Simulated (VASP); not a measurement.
# C: electric field gradients with LDA

Crystal: C.

```xyz
2
Lattice="0.0000 1.7834 1.7834 1.7834 0.0000 1.7834 1.7834 1.7834 0.0000" Properties=species:S:1:pos:R:3 pbc="T T T"
C     1.7834    1.7834    1.7834
C     2.6751    2.6751    2.6751
```

```json
{"Program": "VASP 6.6.1", "Task": "electric field gradients", "Functional": "LDA", "Potentials or basis": "VASP PAW LDA potentials, release 64 (C)", "Cutoff": "520 eV", "k mesh": "16 × 16 × 16", "Occupations": "fermi-dirac, width 0.03 eV", "Spin": "no spin polarisation", "Dipole correction": "no", "Further INCAR settings": "ALGO = Normal; EDIFF = 1e-08; NBANDS = 11"}
```

- Pressure: -11.7 GPa
- Band gap on the k mesh: 4.10 eV, indirect (least direct gap 5.54 eV)

Levels at points of the mesh, in eV from the valence-band top:
```tsv
k point	band 1	band 2	band 3	band 4	band 5	band 6	band 7	band 8
(0.00, 0.00, 0.00)	-21.32	0.00	0.00	0.00	5.54	5.54	5.54	13.56
(0.50, 0.00, 0.00)	-15.48	-13.36	-2.79	-2.79	8.38	8.38	9.01	15.41
(0.50, 0.50, 0.00)	-12.61	-12.61	-6.29	-6.29	4.70	4.70	16.63	16.63
```

It took 14 s on 1 thread of Intel Xeon 6975P-C, on a shared host, peak memory 0.12 GiB.

Caveat: without QUAD_EFG the Cq values of the log hold for a quadrupole moment of 1 mb, not for the nuclei. A k mesh can miss the band edges.
